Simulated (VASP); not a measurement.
# P (P1) in VASP: single point with PBE

Aim: the single point of P with PBE.

All numbers are computed with VASP 6.6.1; they aren't measurements. Logs are shortened: lines on timing, memory, paths and dates and some standing lists are left out, and cuts for length are marked.

## Step 1: The cell of the first run

The typed cell holds 6 atoms: a = 4.712 Å, b = 5.442 Å, c = 6.454 Å, α = 71.59°, β = 71.88°, γ = 87.15°.

## Step 2: Single point, PBE

Contents of INCAR:

```
SYSTEM = P
ALGO = Normal
EDIFF = 1E-6
ENCUT = 520
GGA = PE
ISIF = 2
ISMEAR = 0
LASPH = .TRUE.
LCHARG = .FALSE.
LREAL = .FALSE.
LWAVE = .FALSE.
NBANDS = 24
NELM = 100
PREC = Accurate
SIGMA = 0.02
```

Contents of KPOINTS:

```
k-points
0
G
  6 6 6
  0 0 0
```

Contents of POSCAR:

```
P
1.0
    4.7124811599     -0.0044991026     -0.0021537899
    0.2757087542      5.4345135989     -0.0202476284
    2.0111320750      1.9600873556      5.8104348668
P
6
Direct
    0.8330172110      0.2811264485      0.6324098777
    0.8082802471      0.3374148432      0.1055729152
    0.4823383403      0.2831919028      0.9450924930
    0.5157783075      0.3345743507      0.4392078779
    0.1962705801      0.6333868543      0.8575585844
    0.1643153142      0.6303056005      0.5201582518
```

Potentials or basis: VASP PAW PBE potentials, release 64 (P).

Launch:

```console
> cat potpaw_PBE.64/P/POTCAR > POTCAR
> mpirun -np 1 vasp_std > vasp.out
```

OUTCAR:

```text
SYSTEM = P
   EDIFF = 1E-6
   ENCUT = 520
   GGA = PE
   ISIF = 2
   ISMEAR = 0
   LASPH = .TRUE.
   LREAL = .FALSE.
   NELM = 100
   PREC = Accurate

 ion  position               nearest neighbor table
   1  0.833  0.281  0.632-   3 2.18   4 2.18   6 2.30
   2  0.808  0.337  0.106-   4 2.16   3 2.18   5 2.31
   3  0.482  0.283  0.945-   1 2.18   2 2.18   5 2.30
   4  0.516  0.335  0.439-   2 2.16   1 2.18   6 2.31
   5  0.196  0.633  0.858-   6 2.23   3 2.30   2 2.31
   6  0.164  0.630  0.520-   5 2.23   1 2.30   4 2.31

  LATTYP: Found a triclinic cell.
 ALAT       =     5.4415405301
 B/A-ratio  =     1.9770033757
 C/A-ratio  =     3.1996235646
 COS(alpha) =     0.0122033633
 COS(beta)  =     0.5600804380
 COS(gamma) =     0.8222060160

  Lattice vectors:

 A1 = (  -0.2757087542,  -5.4345135989,   0.0202476284)
 A2 = (   1.4597145666,  -8.9089398422,   5.8509301236)
 A3 = (  -9.0104540641,  -9.3501892075, -11.5984683153)

Analysis of symmetry for initial positions (statically):
=====================================================================
 Subroutine PRICEL returns:
 Original cell was already a primitive cell.

 Routine SETGRP: Setting up the symmetry group for a
 triclinic supercell.

 Subroutine GETGRP returns: Found  1 space group operations
 (whereof  1 operations were pure point group operations)
 out of a pool of  2 trial point group operations.

The static configuration has the point symmetry C_1 .

Analysis of symmetry for dynamics (positions and initial velocities):
=====================================================================
 Subroutine PRICEL returns:
 Original cell was already a primitive cell.

 Routine SETGRP: Setting up the symmetry group for a
 triclinic supercell.

 Subroutine GETGRP returns: Found  1 space group operations
 (whereof  1 operations were pure point group operations)
 out of a pool of  2 trial point group operations.

The dynamic configuration has the point symmetry C_1 .

 Subroutine INISYM returns: Found  1 space group operations
 (whereof  1 operations are pure point group operations),
 and found     1 'primitive' translations

----------------------------------------------------------------------------------------

[... 93 lines left out ...]
   ICHARG =      2    charge: 1-file 2-atom 10-const
   ISPIN  =      1    spin polarized calculation?
   LNONCOLLINEAR =      F non collinear calculations
   LSORBIT =      F    spin-orbit coupling
   LASPH  =      T    aspherical Exc in radial PAW
   ENCUT  =  520.0 eV  38.22 Ry    6.18 a.u.   8.76 10.12 12.00*2*pi/ulx,y,z
   NELM   =    100;   NELMIN=  2; NELMDL= -5     # of ELM steps
   EDIFF  = 0.1E-05   stopping-criterion for ELM
   LREAL  =      F    real-space projection
   EDIFFG = 0.1E-04   stopping-criterion for IOM
   NSW    =      0    number of steps for IOM
   IBRION =     -1    ionic relax: 0-MD 1-quasi-New 2-CG
   NFREE  =      0    steps in history (QN), initial steepest desc. (CG)
   ISIF   =      2    stress and relaxation
   ISYM   =      2    0-nonsym 1-usesym 2-fastsym
   POTIM  = 0.5000    time-step for ionic-motion
   TEBEG  =    0.0;   TEEND  =   0.0 temperature during run
   PSTRESS=    0.0 pullay stress
   NELECT =      30.0000    total number of electrons
   NUPDOWN=      -1.0000    fix difference up-down
   EMIN   =  10.00;   EMAX   =-10.00  energy-range for DOS
   EFERMI =   0.00;   METHOD = LEGACY
   ISMEAR =     0;   SIGMA  =   0.02  broadening in eV -4-tet -1-fermi 0-gaus
   EFERMI_NEDOS =   21; number of points for ismear=-14 and -15
   IALGO  =     38    algorithm
   IMIX   =      4    mixing-type and parameters
     AMIX     =   0.40;   BMIX     =  1.00
     AMIX_MAG =   1.60;   BMIX_MAG =  1.00
  volume/ion in A,a.u.               =      24.84       167.61
  Fermi-wavevector in a.u.,A,eV,Ry     =   0.959470  1.813136 12.525294  0.920583
  Thomas-Fermi vector in A             =   2.088669
   LORBIT       =      0    0 simple, 1 ext, 2 COOP (PROOUT), +10 PAW based schemes
   GGA     = PE    functional components
   LHFCALC =     F    Hartree Fock is set to
   AEXX    =    0.0000 exact exchange contribution
   IVDW    =     0    specifies the selected vdW correction
   LEPSILON=     F    determine dielectric tensor
   LRPA    =     F    only Hartree local field effects (RPA)
 non-spin polarized calculation
 Gauss-broadening in eV      SIGMA  =   0.02
  energy-cutoff  :      520.00
  volume of cell :      149.02
 maximum number of plane-waves:      4035
   NGX = 17   NGY = 21   NGZ = 23

 number of electron      29.9999999 magnetization

 Free energy of the ion-electron system (eV)
  ---------------------------------------------------
  ext. energy  EPLUGINS =         0.00000000
  ---------------------------------------------------
  free energy    TOTEN  =       -31.38147777 eV

  energy without entropy =      -31.38147777  energy(sigma->0) =      -31.38147777

 E-fermi :   3.4852     XC(G=0):  -8.3647

 val. band max:        3.3511157484   @ k =   0.3333   0.3333   0.3333
 cond. band min:       4.0515009670   @ k =  -0.0000   0.5000   0.5000
 fundamental gap:      0.7003852186
 Fermi energy:         3.4852085591

 k-point     1 :       0.0000    0.0000    0.0000
  band No.  band energies     occupation
      1     -11.2978      2.00000
      2      -8.4334      2.00000
      3      -7.8010      2.00000
      4      -7.1473      2.00000
      5      -4.7941      2.00000
      6      -4.0935      2.00000
[... 637 lines left out ...]
     23       7.5554      0.00000
     24       8.2728      0.00000

 [... further k-points ...]
[... 5 lines left out ...]
  --------------------------------------------------------------------------------------
  -------------------------------------------------------------------------------------
  Total       -0.2940783     -0.1475581     -0.2483102      0.0007942     -0.0317193      0.0230064
  in kB       -3.1617126     -1.5864358     -2.6696481      0.0085390     -0.3410226      0.2473480
  external PRESSURE =      -2.4725989 kB  Pullay stress =       0.0000000 kB

 VOLUME and BASIS-vectors are now :
 -----------------------------------------------------------------------------
  energy-cutoff  :      520.00
  volume of cell :      149.02
      direct lattice vectors                 reciprocal lattice vectors
     4.712481160 -0.004499103 -0.002153790     0.212160053 -0.011023241 -0.069715156
     0.275708754  5.434513599 -0.020247628     0.000147093  0.183770486 -0.062043898
     2.011132075  1.960087356  5.810434867     0.000079155  0.000636299  0.171862112

 POSITION                                       TOTAL-FORCE (eV/Angst)
 -----------------------------------------------------------------------------------
      5.27495      2.76362      3.66709        -0.037235      0.035539      0.006036
      4.11435      2.03698      0.60485        -0.032005      0.009944      0.000559
      4.25179      3.38930      5.48463         0.036361      0.025008     -0.026976
      3.40615      2.67681      2.54410         0.032964      0.011183     -0.007891
      2.82422      5.12216      4.96954        -0.009136     -0.047016     -0.000973
      1.99422      4.44422      3.00923         0.009051     -0.034657      0.029245
 -----------------------------------------------------------------------------------
    total drift:                               -0.000114     -0.000054     -0.000091

  FREE ENERGIE OF THE ION-ELECTRON SYSTEM (eV)
  ---------------------------------------------------
  free  energy   TOTEN  =       -31.3814777743 eV

  energy  without entropy=      -31.3814777743  energy(sigma->0) =      -31.38147777
```

Run time: 4.6 min. Hardware: 1 thread of AMD EPYC 7R13 (Zen 3), shared host; peak memory 0.39 GiB.

What came out:

```
Free energy            : -31.3815 eV
Pressure               : -0.2 GPa
Largest force          : 0.052 eV/Å
Band gap on the k mesh : 0.70 eV (least direct gap 1.19 eV)
```

Forces in eV/Å, atoms in the order of the input:
```
P   -0.037  0.036  0.006
P   -0.032  0.010  0.001
P    0.036  0.025 -0.027
P    0.033  0.011 -0.008
P   -0.009 -0.047 -0.001
P    0.009 -0.035  0.029
```

Stress tensor (GPa, compression positive):
```
-0.32  0.00  0.02
 0.00 -0.16 -0.03
 0.02 -0.03 -0.27
```
